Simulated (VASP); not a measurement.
# Pt (Immm) in VASP: notebook

Pt is run at these levels: PBE; tasks: single point.

Everything below comes from runs of VASP 6.6.1. Logs are shortened: lines on timing, memory, paths and dates and some standing lists are left out, and cuts for length are marked.

## Step 1: The cell of the first run

Symmetry: Immm, No. 71, orthorhombic system. The conventional cell has a = 2.752 Å, b = 2.786 Å, c = 3.916 Å, α = 90.00°, β = 90.00°, γ = 90.00°. Pt (site symmetry mmm) has 12 Pt at 2.75 to 2.79 Å within 3.6 Å.

## Step 2: Single point, PBE (strain +0.0125 x Voigt [0, 0, 0, 0, 0, 1])

INCAR

```
SYSTEM = Pt
  ALGO = Fast
  EDIFF = 1E-6
  ENCUT = 520
  GGA = PE
  ISIF = 2
  ISMEAR = 0
  LASPH = .TRUE.
  LCHARG = .TRUE.
  LELF = .TRUE.
  LREAL = .FALSE.
  LVHAR = .TRUE.
  LWAVE = .FALSE.
  NBANDS = 11
  NELM = 100
  PREC = Accurate
  SIGMA = 0.15
```

KPOINTS

```
k-points
0
G
  20 20 20
  0 0 0
```

POSCAR

```
Pt
1.0
    0.0122368750      1.9579000000      1.9579000000
    1.9579000000      0.0122368750      1.9579000000
    1.9701368750      1.9701368750      0.0000000000
Pt
1
Direct
    0.0000000000      0.0000000000      0.0000000000
```

Potentials or basis: VASP PAW PBE potentials, release 64 (Pt).

Started as:

```console
cat potpaw_PBE.64/Pt/POTCAR > POTCAR
mpirun -np 1 vasp_std > vasp.out
```

OUTCAR:

```text
SYSTEM = Pt
   EDIFF = 1E-6
   ENCUT = 520
   GGA = PE
   ISIF = 2
   ISMEAR = 0
   LASPH = .TRUE.
   LREAL = .FALSE.
   NELM = 100
   PREC = Accurate

 ion  position               nearest neighbor table
   1  0.000  0.000  0.000-

  LATTYP: Found a body centered orthorhombic cell.
 ALAT       =     2.7515831792
 B/A-ratio  =     1.0125786164
 C/A-ratio  =     1.4231079873

  Lattice vectors:

 A1 = (   1.9579000000,   0.0122368750,  -1.9579000000)
 A2 = (  -1.9579000000,  -0.0122368750,  -1.9579000000)
 A3 = (   0.0122368750,   1.9579000000,   1.9579000000)

Analysis of symmetry for initial positions (statically):
=====================================================================
 Subroutine PRICEL returns:
 Original cell was already a primitive cell.

 Routine SETGRP: Setting up the symmetry group for a
 body centered orthorhombic supercell.

 Subroutine GETGRP returns: Found  8 space group operations
 (whereof  8 operations were pure point group operations)
 out of a pool of  8 trial point group operations.

The static configuration has the point symmetry D_2h.

Analysis of symmetry for dynamics (positions and initial velocities):
=====================================================================
 Subroutine PRICEL returns:
 Original cell was already a primitive cell.

 Routine SETGRP: Setting up the symmetry group for a
 body centered orthorhombic supercell.

 Subroutine GETGRP returns: Found  8 space group operations
 (whereof  8 operations were pure point group operations)
 out of a pool of  8 trial point group operations.

The dynamic configuration has the point symmetry D_2h.

 Subroutine INISYM returns: Found  8 space group operations
 (whereof  8 operations are pure point group operations),
 and found     1 'primitive' translations

----------------------------------------------------------------------------------------

                                     Primitive cell

  volume of cell :      15.0101

  direct lattice vectors                    reciprocal lattice vectors
     0.012236875  1.957900000  1.957900000    -0.256981794  0.256981794  0.255375658
     1.957900000  0.012236875  1.957900000     0.256981794 -0.256981794  0.255375658
     1.970136875  1.970136875  0.000000000     0.253789473  0.253789473 -0.255375658

[... 85 lines left out ...]
   IBRION =     -1    ionic relax: 0-MD 1-quasi-New 2-CG
   NFREE  =      0    steps in history (QN), initial steepest desc. (CG)
   ISIF   =      2    stress and relaxation
   ISYM   =      2    0-nonsym 1-usesym 2-fastsym
   POTIM  = 0.5000    time-step for ionic-motion
   TEBEG  =    0.0;   TEEND  =   0.0 temperature during run
   PSTRESS=    0.0 pullay stress
   NELECT =      10.0000    total number of electrons
   NUPDOWN=      -1.0000    fix difference up-down
   EMIN   =  10.00;   EMAX   =-10.00  energy-range for DOS
   EFERMI =   0.00;   METHOD = LEGACY
   ISMEAR =     0;   SIGMA  =   0.15  broadening in eV -4-tet -1-fermi 0-gaus
   EFERMI_NEDOS =   21; number of points for ismear=-14 and -15
   IALGO  =     68    algorithm
   IMIX   =      4    mixing-type and parameters
     AMIX     =   0.40;   BMIX     =  1.00
     AMIX_MAG =   1.60;   BMIX_MAG =  1.00
  volume/ion in A,a.u.               =      15.01       101.29
  Fermi-wavevector in a.u.,A,eV,Ry     =   1.429815  2.701959 27.815372  2.044372
  Thomas-Fermi vector in A             =   2.549728
   LORBIT       =      0    0 simple, 1 ext, 2 COOP (PROOUT), +10 PAW based schemes
   GGA     = PE    functional components
   LHFCALC =     F    Hartree Fock is set to
   AEXX    =    0.0000 exact exchange contribution
   IVDW    =     0    specifies the selected vdW correction
   LEPSILON=     F    determine dielectric tensor
   LRPA    =     F    only Hartree local field effects (RPA)
 non-spin polarized calculation
 RMM-DIIS sequential band-by-band and
 Gauss-broadening in eV      SIGMA  =   0.15
  energy-cutoff  :      520.00
  volume of cell :       15.01
 maximum number of plane-waves:       415
 NGX is ok and might be reduce to    24
   NGX = 11   NGY = 11   NGZ = 11

 number of electron      10.0000000 magnetization

 Free energy of the ion-electron system (eV)
  ---------------------------------------------------
  ext. energy  EPLUGINS =         0.00000000
  ---------------------------------------------------
  free energy    TOTEN  =        -6.08842391 eV

  energy without entropy =       -6.06902881  energy(sigma->0) =       -6.07872636

 E-fermi :  11.3638     XC(G=0): -13.5184

 val. band max:       11.3630825977   @ k =   0.4500   0.4500   0.4000
 cond. band min:      11.3646786611   @ k =   0.4500   0.1000   0.0000
 fundamental gap:      0.0015960635
 Fermi energy:        11.3637841342

 k-point     1 :       0.0000    0.0000    0.0000
  band No.  band energies     occupation
      1       1.0862      2.00000
      2       7.4654      2.00000
      3       7.5352      2.00000
      4       7.6173      2.00000
      5       9.7146      2.00000
      6       9.7162      2.00000
      7      25.9799      0.00000
      8      30.7738      0.00000
      9      30.9780      0.00000
     10      31.1806      0.00000
     11      36.3369      0.00000
[... 309 lines left out ...]
 k-point    24 :      -0.3500    0.0500    0.0000
  band No.  band energies     occupation
      1       4.0333      2.00000
      2       7.6280      2.00000
      3       7.6847      2.00000
      4       8.4977      2.00000
      5      10.5330      2.00000
      6      11.2713      1.61687
      7      20.6177      0.00000
      8      26.4505      0.00000
      9      30.9773      0.00000
     10      32.3770      0.00000
     11      36.7014      0.00000

 [... further k-points ...]

------------------------ aborting loop because EDIFF is reached ----------------------------------------

  FORCE on cell =-STRESS in cart. coord.  units (eV):
  Direction    XX          YY          ZZ          XY          YZ          ZX
  --------------------------------------------------------------------------------------
  -------------------------------------------------------------------------------------
  Total        1.0390583      1.0390583      1.0246196     -0.1016798      0.0000000      0.0000000
  in kB      110.9087832    110.9087832    109.3676049    -10.8532743      0.0000000      0.0000000
  external PRESSURE =     110.3950571 kB  Pullay stress =       0.0000000 kB

 VOLUME and BASIS-vectors are now :
 -----------------------------------------------------------------------------
  energy-cutoff  :      520.00
  volume of cell :       15.01
      direct lattice vectors                 reciprocal lattice vectors
     0.012236875  1.957900000  1.957900000    -0.256981794  0.256981794  0.255375658
     1.957900000  0.012236875  1.957900000     0.256981794 -0.256981794  0.255375658
     1.970136875  1.970136875  0.000000000     0.253789473  0.253789473 -0.255375658

 POSITION                                       TOTAL-FORCE (eV/Angst)
 -----------------------------------------------------------------------------------
      0.00000      0.00000      0.00000         0.000000      0.000000      0.000000
 -----------------------------------------------------------------------------------
    total drift:                               -0.000000     -0.000000      0.000000

  FREE ENERGIE OF THE ION-ELECTRON SYSTEM (eV)
  ---------------------------------------------------
  free  energy   TOTEN  =        -6.0884239121 eV

  energy  without entropy=       -6.0690288121  energy(sigma->0) =       -6.07872636
```

OSZICAR:

```text
N       E                     dE             d eps       ncg     rms          rms(c)
DAV:   1     0.397192702932E+02    0.39719E+02   -0.53477E+03 26116   0.844E+02
DAV:   2    -0.585440357273E+01   -0.45574E+02   -0.43669E+02 29334   0.177E+02
DAV:   3    -0.646092149386E+01   -0.60652E+00   -0.60235E+00 30096   0.194E+01
DAV:   4    -0.646330177713E+01   -0.23803E-02   -0.23801E-02 29584   0.143E+00
DAV:   5    -0.646332077966E+01   -0.19003E-04   -0.19001E-04 30168   0.118E-01    0.131E+01
RMM:   6    -0.613075558931E+01    0.33257E+00   -0.32704E-01 25810   0.491E+00    0.697E+00
RMM:   7    -0.609182216726E+01    0.38933E-01   -0.71564E-02 27099   0.247E+00    0.252E+00
RMM:   8    -0.608867068740E+01    0.31515E-02   -0.84224E-03 27184   0.808E-01    0.573E-01
RMM:   9    -0.608840678650E+01    0.26390E-03   -0.82840E-04 29514   0.251E-01    0.507E-02
RMM:  10    -0.608842160938E+01   -0.14823E-04   -0.12899E-04 30593   0.859E-02    0.590E-02
RMM:  11    -0.608842346292E+01   -0.18535E-05   -0.17812E-05 29600   0.283E-02    0.856E-03
RMM:  12    -0.608842391206E+01   -0.44914E-06   -0.49175E-06 25039   0.165E-02
   1 F= -.60884239E+01 E0= -.60787264E+01  d E =-.193951E-01
```

Run time: 2.1 min. Hardware: 1 thread of AMD EPYC 9R45 (Zen 5), shared host; peak memory 0.28 GiB.

Results:

| Property | Result |
| --- | --- |
| Free energy | -6.0884 eV |
| Pressure | 11.0 GPa |
| Band gap on the k mesh | zero (bands 5 and 6 overlap by 2.28 eV) |

Caveat: the cell differs from its parent crystal (strain +0.0125 x Voigt [0, 0, 0, 0, 0, 1]); the cell stands under pressure; spin-orbit coupling is left out, which moves the levels of the heavy elements.

## Step 3: Single point, PBE (strain +0.0075 x Voigt [0, 0, 0, 0, 0, 1])

INCAR

```
SYSTEM = Pt
PREC     = Accurate       ! precision mode
ENCUT    = 520            ! plane-wave cutoff, eV
EDIFF    = 1E-6           ! SCF threshold, eV
ISMEAR   = 0              ! smearing method
SIGMA    = 0.15           ! smearing width, eV
LREAL    = .FALSE.        ! projectors in reciprocal space
LASPH    = .TRUE.         ! aspherical terms in the spheres
NELM     = 60             ! most SCF steps
ALGO     = Fast           ! electronic algorithm
ISIF     = 2              ! what is computed and relaxed
LWAVE    = .FALSE.        ! write WAVECAR
LCHARG   = .FALSE.        ! write CHGCAR
GGA      = PE             ! functional
NBANDS   = 11             ! bands
```

KPOINTS

```
Automatic mesh
0
G
  20 20 20
  0 0 0
```

POSCAR

```
Pt
1.0
    0.0073421250      1.9579000000      1.9579000000
    1.9579000000      0.0073421250      1.9579000000
    1.9652421250      1.9652421250      0.0000000000
Pt
1
Direct
    0.0000000000      0.0000000000      0.0000000000
```

Potentials or basis: VASP PAW PBE potentials, release 64 (Pt).

Started as:

```console
cat potpaw_PBE.64/Pt/POTCAR > POTCAR
mpirun -np 1 vasp_std > vasp.out
```

OUTCAR:

```text
SYSTEM = Pt
   PREC = Accurate
   ENCUT = 520
   EDIFF = 1E-6
   ISMEAR = 0
   LREAL = .FALSE.
   LASPH = .TRUE.
   NELM = 60
   ISIF = 2
   GGA = PE

 ion  position               nearest neighbor table
   1  0.000  0.000  0.000-

  LATTYP: Found a body centered orthorhombic cell.
 ALAT       =     2.7585054010
 B/A-ratio  =     1.0075282309
 C/A-ratio  =     1.4195368255

  Lattice vectors:

 A1 = (   1.9579000000,   0.0073421250,  -1.9579000000)
 A2 = (  -1.9579000000,  -0.0073421250,  -1.9579000000)
 A3 = (   0.0073421250,   1.9579000000,   1.9579000000)

Analysis of symmetry for initial positions (statically):
=====================================================================
 Subroutine PRICEL returns:
 Original cell was already a primitive cell.

 Routine SETGRP: Setting up the symmetry group for a
 body centered orthorhombic supercell.

 Subroutine GETGRP returns: Found  8 space group operations
 (whereof  8 operations were pure point group operations)
 out of a pool of  8 trial point group operations.

The static configuration has the point symmetry D_2h.

Analysis of symmetry for dynamics (positions and initial velocities):
=====================================================================
 Subroutine PRICEL returns:
 Original cell was already a primitive cell.

 Routine SETGRP: Setting up the symmetry group for a
 body centered orthorhombic supercell.

 Subroutine GETGRP returns: Found  8 space group operations
 (whereof  8 operations were pure point group operations)
 out of a pool of  8 trial point group operations.

The dynamic configuration has the point symmetry D_2h.

 Subroutine INISYM returns: Found  8 space group operations
 (whereof  8 operations are pure point group operations),
 and found     1 'primitive' translations

----------------------------------------------------------------------------------------

[... 115 lines left out ...]
   GGA     = PE    functional components
   LHFCALC =     F    Hartree Fock is set to
   AEXX    =    0.0000 exact exchange contribution
   IVDW    =     0    specifies the selected vdW correction
   LEPSILON=     F    determine dielectric tensor
   LRPA    =     F    only Hartree local field effects (RPA)
 non-spin polarized calculation
 RMM-DIIS sequential band-by-band and
 Gauss-broadening in eV      SIGMA  =   0.15
  energy-cutoff  :      520.00
  volume of cell :       15.01
 maximum number of plane-waves:       417
 NGX is ok and might be reduce to    24
   NGX = 11   NGY = 11   NGZ = 11

 number of electron      10.0000000 magnetization

 Free energy of the ion-electron system (eV)
  ---------------------------------------------------
  ext. energy  EPLUGINS =         0.00000000
  ---------------------------------------------------
  free energy    TOTEN  =        -6.08885300 eV

  energy without entropy =       -6.06941394  energy(sigma->0) =       -6.07913347

 E-fermi :  11.3636     XC(G=0): -13.5184

 val. band max:       11.3631801692   @ k =  -0.4500  -0.0000   0.2500
 cond. band min:      11.3638293186   @ k =   0.5000   0.5000   0.0000
 fundamental gap:      0.0006491494
 Fermi energy:        11.3636084374

 k-point     1 :       0.0000    0.0000    0.0000
  band No.  band energies     occupation
      1       1.0861      2.00000
      2       7.4951      2.00000
      3       7.5384      2.00000
      4       7.5862      2.00000
      5       9.7132      2.00000
      6       9.7138      2.00000
      7      25.9809      0.00000
      8      30.8535      0.00000
      9      30.9758      0.00000
     10      31.0975      0.00000
     11      36.3358      0.00000
[... 309 lines left out ...]
 k-point    24 :      -0.3500    0.0500    0.0000
  band No.  band energies     occupation
      1       4.0228      2.00000
      2       7.6558      2.00000
      3       7.6569      2.00000
      4       8.4889      2.00000
      5      10.5470      2.00000
      6      11.2539      1.69914
      7      20.5752      0.00000
      8      26.4585      0.00000
      9      30.9694      0.00000
     10      32.4432      0.00000
     11      36.7269      0.00000

 [... further k-points ...]

------------------------ aborting loop because EDIFF is reached ----------------------------------------

  FORCE on cell =-STRESS in cart. coord.  units (eV):
  Direction    XX          YY          ZZ          XY          YZ          ZX
  --------------------------------------------------------------------------------------
  -------------------------------------------------------------------------------------
  Total        1.0332320      1.0332320      1.0280256     -0.0608125      0.0000000      0.0000000
  in kB      110.2841320    110.2841320    109.7284175     -6.4909460      0.0000000      0.0000000
  external PRESSURE =     110.0988939 kB  Pullay stress =       0.0000000 kB

 VOLUME and BASIS-vectors are now :
 -----------------------------------------------------------------------------
  energy-cutoff  :      520.00
  volume of cell :       15.01
      direct lattice vectors                 reciprocal lattice vectors
     0.007342125  1.957900000  1.957900000    -0.256336921  0.256336921  0.255375658
     1.957900000  0.007342125  1.957900000     0.256336921 -0.256336921  0.255375658
     1.965242125  1.965242125  0.000000000     0.254421577  0.254421577 -0.255375658

 POSITION                                       TOTAL-FORCE (eV/Angst)
 -----------------------------------------------------------------------------------
      0.00000      0.00000      0.00000         0.000000      0.000000      0.000000
 -----------------------------------------------------------------------------------
    total drift:                               -0.000000     -0.000000     -0.000000

  FREE ENERGIE OF THE ION-ELECTRON SYSTEM (eV)
  ---------------------------------------------------
  free  energy   TOTEN  =        -6.0888530046 eV

  energy  without entropy=       -6.0694139444  energy(sigma->0) =       -6.07913347
```

Wall time 2.1 min (1 thread of AMD EPYC 9R45 (Zen 5), shared host); peak memory 0.28 GiB.

Results:

| Quantity | Value |
| --- | --- |
| Free energy | -6.0889 eV |
| Pressure | 11.0 GPa |
| Band gap on the k mesh | zero (bands 5 and 6 overlap by 2.27 eV) |

Levels at points of the mesh, in eV from the Fermi level:
```csv
k point,band 3,band 4,band 5,band 6,band 7,band 8
"(0.00, 0.00, 0.00)",-3.83,-3.78,-1.65,-1.65,14.62,19.49
"(0.50, 0.00, 0.00)",-3.85,-0.47,0.02,0.07,5.93,14.16
"(0.50, 0.50, 0.00)",0.00,0.49,0.50,1.76,8.93,11.26
"(0.00, 0.00, 0.50)",-3.84,-0.53,0.00,0.05,5.82,14.21
"(0.50, 0.00, 0.50)",0.00,0.49,0.49,1.76,8.93,11.40
```

Caveat: the cell differs from its parent crystal (strain +0.0075 x Voigt [0, 0, 0, 0, 0, 1]); the cell stands under pressure; spin-orbit coupling is left out, which moves the levels of the heavy elements.

[end of part 1 of 2]
